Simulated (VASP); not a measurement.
# Cu (I4/mmm) in VASP: notebook, part 2 of 2

VASP 6.6.1. Earlier steps stand in the parts before.

### 3 Single point, LDA

This run uses another cell than the first one, of 10.38 Å³/atom.

INCAR

```
PREC = Accurate
ENCUT = 520
EDIFF = 1E-6
ISMEAR = 0
SIGMA = 0.15
LREAL = False
LASPH = True
NELM = 80
ALGO = Normal
ISIF = 2
LWAVE = False
LCHARG = False
GGA = CA
NBANDS = 12
```

KPOINTS

```
regular mesh
0
Gamma
  22 22 22
```

POSCAR

```
Cu
1.0
   -1.4273957576      1.4273957576      1.2740500000
    1.4273957576     -1.4273957576      1.2740500000
    1.4273957576      1.4273957576     -1.2740500000
Cu
1
Direct
    0.0000000000      0.0000000000      0.0000000000
```

Potentials or basis: VASP PAW LDA potentials, release 64 (Cu).

Command:

```
> cat potpaw_LDA.64/Cu/POTCAR > POTCAR
> mpirun -np 1 vasp_std > vasp.out
```

Wall time 69 s (1 thread of Intel Xeon Platinum 8275CL at 3.00GHz (Skylake/Cascade Lake), shared host); peak memory 0.2 GiB.

It converged, with:

```yaml
Free_energy: -4.6449 eV
Pressure: 12.1 GPa
Band_gap_on_the_k_mesh: zero (an odd number of electrons rules out a gap without spin polarisation)
```

Stress tensor (GPa, compression positive):
```
11.38  0.00  0.00
 0.00 11.38  0.00
 0.00  0.00 13.58
```

Levels at points of the mesh, in eV from the Fermi level:
| k point | band 2 | band 3 | band 4 | band 5 | band 6 | band 7 | band 8 | band 9 | band 10 | band 11 |
| --- | --- | --- | --- | --- | --- | --- | --- | --- | --- | --- |
| (0.00, 0.00, 0.00) | -3.98 | -3.40 | -3.40 | -2.78 | -2.15 | 24.87 | 24.87 | 28.47 | 29.50 | 29.82 |
| (0.50, 0.00, 0.00) | -4.70 | -2.47 | -1.96 | -1.52 | -0.57 | 5.56 | 17.63 | 17.96 | 22.15 | 25.71 |
| (0.50, 0.50, 0.00) | -4.02 | -2.88 | -2.40 | -1.56 | -1.55 | 4.18 | 20.76 | 21.73 | 25.15 | 28.39 |
| (0.50, 0.50, 0.50) | -5.46 | -1.75 | -1.75 | -1.62 | 7.21 | 7.21 | 12.04 | 13.51 | 14.58 | 19.71 |

Caveat: the cell stands under pressure.

### 4 Single point, LDA

This run uses another cell than the first one, of 11.20 Å³/atom.

INCAR

```
PREC = Accurate
ENCUT = 820
EDIFF = 1E-6
ISMEAR = 0
SIGMA = 0.15
LREAL = False
LASPH = True
NELM = 120
ALGO = Normal
ISIF = 2
LWAVE = False
LCHARG = False
GGA = CA
NBANDS = 16
GGA_COMPAT = False
```

KPOINTS is that of step 3.

POSCAR

```
Cu
1.0
   -1.4631000000      1.4631000000      1.3075500000
    1.4631000000     -1.4631000000      1.3075500000
    1.4631000000      1.4631000000     -1.3075500000
Cu
1
Direct
    0.0000000000      0.0000000000      0.0000000000
```

Potentials or basis: VASP PAW LDA potentials, release 64 (Cu_sv_GW).

Command:

```
> cat potpaw_LDA.64/Cu_sv_GW/POTCAR > POTCAR
> mpirun -np 1 vasp_std > vasp.out
```

OUTCAR:

```text
PREC = Accurate
   ENCUT = 820
   EDIFF = 1E-6
   ISMEAR = 0
   LREAL = False
   LASPH = True
   NELM = 120
   ISIF = 2
   GGA = CA

 ion  position               nearest neighbor table
   1  0.000  0.000  0.000-

  LATTYP: Found a body centered tetragonal cell.
 ALAT       =     2.9262000000
 C/A-ratio  =     0.8936846422

  Lattice vectors:

 A1 = (  -1.4631000000,   1.4631000000,   1.3075500000)
 A2 = (   1.4631000000,  -1.4631000000,   1.3075500000)
 A3 = (   1.4631000000,   1.4631000000,  -1.3075500000)

Analysis of symmetry for initial positions (statically):
=====================================================================
 Subroutine PRICEL returns:
 Original cell was already a primitive cell.

 Routine SETGRP: Setting up the symmetry group for a
 body centered tetragonal supercell.

 Subroutine GETGRP returns: Found 16 space group operations
 (whereof 16 operations were pure point group operations)
 out of a pool of 16 trial point group operations.

The static configuration has the point symmetry D_4h.

Analysis of symmetry for dynamics (positions and initial velocities):
=====================================================================
 Subroutine PRICEL returns:
 Original cell was already a primitive cell.

 Routine SETGRP: Setting up the symmetry group for a
 body centered tetragonal supercell.

 Subroutine GETGRP returns: Found 16 space group operations
 (whereof 16 operations were pure point group operations)
 out of a pool of 16 trial point group operations.

The dynamic configuration has the point symmetry D_4h.

 Subroutine INISYM returns: Found 16 space group operations
 (whereof 16 operations are pure point group operations),
 and found     1 'primitive' translations

[... 99 lines left out ...]
   ISYM   =      2    0-nonsym 1-usesym 2-fastsym
   POTIM  = 0.5000    time-step for ionic-motion
   TEBEG  =    0.0;   TEEND  =   0.0 temperature during run
   PSTRESS=    0.0 pullay stress
   NELECT =      19.0000    total number of electrons
   NUPDOWN=      -1.0000    fix difference up-down
   EMIN   =  10.00;   EMAX   =-10.00  energy-range for DOS
   EFERMI =   0.00;   METHOD = LEGACY
   ISMEAR =     0;   SIGMA  =   0.15  broadening in eV -4-tet -1-fermi 0-gaus
   EFERMI_NEDOS =   21; number of points for ismear=-14 and -15
   IALGO  =     38    algorithm
   IMIX   =      4    mixing-type and parameters
     AMIX     =   0.40;   BMIX     =  1.00
     AMIX_MAG =   1.60;   BMIX_MAG =  1.00
  volume/ion in A,a.u.               =      11.20        75.55
  Fermi-wavevector in a.u.,A,eV,Ry     =   1.952708  3.690083 51.879936  3.813068
  Thomas-Fermi vector in A             =   2.979700
   LORBIT       =      0    0 simple, 1 ext, 2 COOP (PROOUT), +10 PAW based schemes
   GGA     = CA    functional components
   LHFCALC =     F    Hartree Fock is set to
   AEXX    =    0.0000 exact exchange contribution
   IVDW    =     0    specifies the selected vdW correction
   LEPSILON=     F    determine dielectric tensor
   LRPA    =     F    only Hartree local field effects (RPA)
 non-spin polarized calculation
 Gauss-broadening in eV      SIGMA  =   0.15
  energy-cutoff  :      820.00
  volume of cell :       11.20
 maximum number of plane-waves:       612
   NGX = 11   NGY = 11   NGZ = 11

 number of electron      18.9999995 magnetization

 Free energy of the ion-electron system (eV)
  ---------------------------------------------------
  ext. energy  EPLUGINS =         0.00000000
  ---------------------------------------------------
  free energy    TOTEN  =        -4.81774129 eV

  energy without entropy =       -4.81324267  energy(sigma->0) =       -4.81549198

 E-fermi :   7.8916     XC(G=0): -14.1714

 val. band max:        7.8905730332   @ k =   0.5000   0.1818   0.1364
 cond. band min:       7.8975708568   @ k =  -0.2273  -0.2727   0.0455
 fundamental gap:      0.0069978236
 Fermi energy:         7.8915771590

 k-point     1 :       0.0000    0.0000    0.0000
  band No.  band energies     occupation
      1    -103.7726      2.00000
      2     -61.6612      2.00000
      3     -61.6499      2.00000
      4     -61.6499      2.00000
      5      -1.9462      2.00000
      6       4.2584      2.00000
[... 433 lines left out ...]
      3     -61.7002      2.00000
      4     -61.6627      2.00000
      5       2.4759      2.00000
      6       3.6573      2.00000
[... 8 lines left out ...]
     15      32.8568      0.00000
     16      41.9883      0.00000

 [... further k-points ...]
[... 5 lines left out ...]
  --------------------------------------------------------------------------------------
  -------------------------------------------------------------------------------------
  Total       -0.3456523     -0.3456523     -0.2672071      0.0000000      0.0000000     -0.0000000
  in kB      -49.4633725    -49.4633725    -38.2377407      0.0000000      0.0000000     -0.0000000
  external PRESSURE =     -45.7214952 kB  Pullay stress =       0.0000000 kB

 VOLUME and BASIS-vectors are now :
 -----------------------------------------------------------------------------
  energy-cutoff  :      820.00
  volume of cell :       11.20
      direct lattice vectors                 reciprocal lattice vectors
    -1.463100000  1.463100000  1.307550000     0.000000000  0.341740141  0.382394555
     1.463100000 -1.463100000  1.307550000     0.341740141  0.000000000  0.382394555
     1.463100000  1.463100000 -1.307550000     0.341740141  0.341740141  0.000000000

 POSITION                                       TOTAL-FORCE (eV/Angst)
 -----------------------------------------------------------------------------------
      0.00000      0.00000      0.00000         0.000000      0.000000      0.000000
 -----------------------------------------------------------------------------------
    total drift:                               -0.000000      0.000000      0.000000

  FREE ENERGIE OF THE ION-ELECTRON SYSTEM (eV)
  ---------------------------------------------------
  free  energy   TOTEN  =        -4.8177412923 eV

  energy  without entropy=       -4.8132426670  energy(sigma->0) =       -4.81549198
```

OSZICAR:

```text
N       E                     dE             d eps       ncg     rms          rms(c)
DAV:   1     0.253069997802E+03    0.25307E+03   -0.14867E+04 34672   0.506E+03
DAV:   2     0.431840193248E+01   -0.24875E+03   -0.23640E+03 40352   0.996E+02
DAV:   3    -0.561680871794E+01   -0.99352E+01   -0.99142E+01 36368   0.198E+02
DAV:   4    -0.575471285661E+01   -0.13790E+00   -0.13788E+00 36560   0.162E+01
DAV:   5    -0.576354324468E+01   -0.88304E-02   -0.88304E-02 38960   0.436E+00    0.847E+00
DAV:   6    -0.541629312740E+01    0.34725E+00   -0.60797E+00 33144   0.201E+02    0.560E+00
DAV:   7    -0.483771816198E+01    0.57857E+00   -0.19993E+00 28752   0.110E+02    0.173E+00
DAV:   8    -0.481786769210E+01    0.19850E-01   -0.30946E-02 44000   0.437E+00    0.266E-01
DAV:   9    -0.481779732575E+01    0.70366E-04   -0.13137E-03 42624   0.250E+00    0.910E-02
DAV:  10    -0.481774128217E+01    0.56044E-04   -0.10905E-04 42936   0.768E-01    0.384E-03
DAV:  11    -0.481774129231E+01   -0.10141E-07   -0.11135E-06 24520   0.163E-02
   1 F= -.48177413E+01 E0= -.48154920E+01  d E =-.449863E-02
```

Run time: 2.7 min. Hardware: 1 thread of Intel Xeon 6975P-C (Granite Rapids), shared host; peak memory 0.44 GiB.

Results:

```yaml
Free_energy: -4.8177 eV
Pressure: -4.6 GPa
Band_gap_on_the_k_mesh: zero (an odd number of electrons rules out a gap without spin polarisation)
```

Stress tensor (GPa, compression positive):
```
-4.95  0.00  0.00
 0.00 -4.95  0.00
 0.00  0.00 -3.82
```

Levels at points of the mesh, in eV from the Fermi level:
```
           k point  band 7  band 8  band 9  band 10  band 11  band 12  band 13  band 14
(0.00, 0.00, 0.00)   -3.12   -3.12   -2.54    -1.99    24.12    24.12    27.67    28.11
(0.50, 0.00, 0.00)   -2.27   -1.82   -1.42    -0.43     5.09    17.02    17.02    21.21
(0.50, 0.50, 0.00)   -2.64   -2.21   -1.46    -1.33     3.79    20.10    20.53    24.04
(0.50, 0.50, 0.50)   -1.62   -1.62   -1.51     6.92     6.92    11.46    13.01    13.72
```

Caveat: the cell stands under tension.

### 5 Overview

```csv
potentials or basis,cell,cutoff (eV),gap on the mesh (eV),pressure (GPa)
"VASP PAW LDA potentials, release 64 (Cu)","a = 2.375 Å, angles 107.2, 107.2, 114.2°, 1 atom",520,none,14.9
"VASP PAW LDA potentials, release 64 (Cu)","a = 2.387 Å, angles 106.6, 106.6, 115.5°, 1 atom",520,none,12.1
"VASP PAW LDA potentials, release 64 (Cu_sv_GW)","a = 2.448 Å, angles 106.6, 106.6, 115.4°, 1 atom",820,none,-4.6
```

Alike in all rows: task single point; level LDA; no spin polarisation; k mesh 22 × 22 × 22; smearing gaussian 0.15 eV.

Caveats: the cell stands under pressure (at least some runs); the cell stands under tension (at least some runs).

Total energies depend on the potentials used, so only differences within one code and one set of settings carry meaning.

The gap in the log of VASP goes by the Fermi energy; the results here count the filled bands.